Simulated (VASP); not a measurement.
## TiTe2: relaxation of cell and atoms with PBE

TiTe2:

```
Ti Te
1.0
     0.00000    3.74612    3.74612
     3.74612    0.00000    3.74612
     3.74612    3.74612    0.00000
Ti Te
1 2
Direct
  0.00000 0.00000 0.00000
  0.25000 0.25000 0.25000
  0.75000 0.75000 0.75000
```

```yaml
Program: VASP 6.6.1
Task: relaxation of cell and atoms
Functional: PBE
Potentials_or_basis: VASP PAW PBE potentials, release 64 (Ti_sv, Te)
Cutoff: 600 eV
k_mesh: 6 × 6 × 6
Occupations: fermi-dirac, width 0.02 eV
Spin: no spin polarisation
Dipole_correction: no
Further_INCAR_settings: ALGO = Normal; EDIFF = 1e-07; IBRION = 2; EDIFFG = -0.005; NSW = 80; ISIF = 3
```

* Relaxed volume: 27.03 Å³/atom
* Relaxed cell: a = 4.858 Å, b = 4.858 Å, c = 4.858 Å, α = 60.00°, β = 60.00°, γ = 60.00°
* Space group after relaxing (to 0.05 Å): Fm-3m (No. 225)
* Energy gained by relaxing: 274.6 meV/atom
* Ionic steps: 16
* Pressure after relaxing: 0.0 GPa
* Band gap on the k mesh: zero (band 12 reaches 7.53 eV, above the bottom of band 13 at 7.20 eV)

Step by step:
```tsv
step	energy change (eV)	largest force (eV/Å)	pressure (GPa)	volume (Å³)
1	0.0000	0.0000	-8.80	105.14
2	-0.8077	0.0000	2.08	78.49
3	-0.8239	0.0000	0.03	81.07
4	-0.8235	0.0000	-0.30	81.52
5	-0.8236	0.0000	-0.29	81.50
6	-0.8236	0.0000	-0.26	81.45
7	-0.8237	0.0000	-0.26	81.45
8	-0.8237	0.0000	-0.26	81.45
9	-0.8237	0.0000	-0.25	81.45
10	-0.8237	0.0000	-0.25	81.44
11	-0.8237	0.0000	-0.23	81.42
12	-0.8238	0.0000	-0.21	81.38
13	-0.8238	0.0000	-0.16	81.31
14	-0.8239	0.0000	-0.05	81.17
15	-0.8238	0.0000	0.15	80.88
16	-0.8239	0.0000	0.00	81.09
```

Final structure:
```
Ti Te
1.0
     0.00000    3.43545    3.43545
     3.43545    0.00000    3.43545
     3.43545    3.43545    0.00000
Ti Te
1 2
Direct
  0.00000 0.00000 0.00000
  0.25000 0.25000 0.25000
  0.75000 0.75000 0.75000
```

Levels at points of the mesh, in eV from the Fermi level:
| k point | band 9 | band 10 | band 11 | band 12 | band 13 | band 14 | band 15 | band 16 |
| --- | --- | --- | --- | --- | --- | --- | --- | --- |
| (0.00, 0.00, 0.00) | -4.30 | -0.29 | -0.29 | -0.29 | -0.16 | -0.16 | 2.12 | 2.12 |
| (0.50, 0.00, 0.00) | -3.25 | -2.71 | -2.71 | -2.51 | 0.03 | 0.03 | 0.90 | 2.14 |
| (0.50, 0.50, 0.00) | -4.65 | -1.18 | -1.18 | -0.47 | 0.25 | 0.91 | 1.74 | 2.68 |

Run time: 3.9 min on 1 thread of Intel(R) Xeon(R) 6975P-C (Granite Rapids) (shared host), peak memory 0.29 GiB.

Caveat: the volume moved by over 15 % at a fixed basis, so the end points are rough; spin-orbit coupling is left out, which moves the levels of the heavy elements.
